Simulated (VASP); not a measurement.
Wanted: the native input for a VASP 6.6.1 run.

- Task: single point
- Functional: PBE
- Potentials or basis: VASP PAW PBE potentials, release 64 (C)
- Cutoff: 520 eV
- k mesh: 32 × 32 × 28
- Occupations: gaussian, width 0.1 eV
- Spin: no spin polarisation
- Dipole correction: no
- Further INCAR settings: ALGO = Normal; EDIFF = 1e-07; NBANDS = 8

The structure of C lies in POSCAR:

```
C
1.0
    1.6843807575      0.0000000000      0.0000000000
    0.0000000000      1.6843807575      0.0000000000
    0.0000000000      0.0000000000      2.0493686884
C
1
Direct
    0.5000000000      0.5000000000      0.0000000000
```

The input as run:

INCAR

```
PREC = Accurate ; ENCUT = 520
EDIFF = 1E-7 ; ISMEAR = 0
SIGMA = 0.1 ; LREAL = F
LASPH = T ; NELM = 80
ALGO = Normal ; ISIF = 2
LWAVE = F ; LCHARG = F
GGA = PE ; NBANDS = 8
```

KPOINTS

```
Automatic mesh
0
Gamma
  32 32 28
```

Potentials or basis: VASP PAW PBE potentials, release 64 (C).

The run is started by

```console
$ cat potpaw_PBE.64/C/POTCAR > POTCAR
$ mpirun -np 1 vasp_std > vasp.out
```

It gave:

The pressure is 0.2 GPa and the band gap on the k mesh is zero (band 2 reaches 14.78 eV, above the bottom of band 3 at 6.14 eV).

It took 34 s on 1 thread of Intel(R) Xeon(R) 6975P-C (Granite Rapids), with other jobs on the host, peak memory 0.19 GiB.
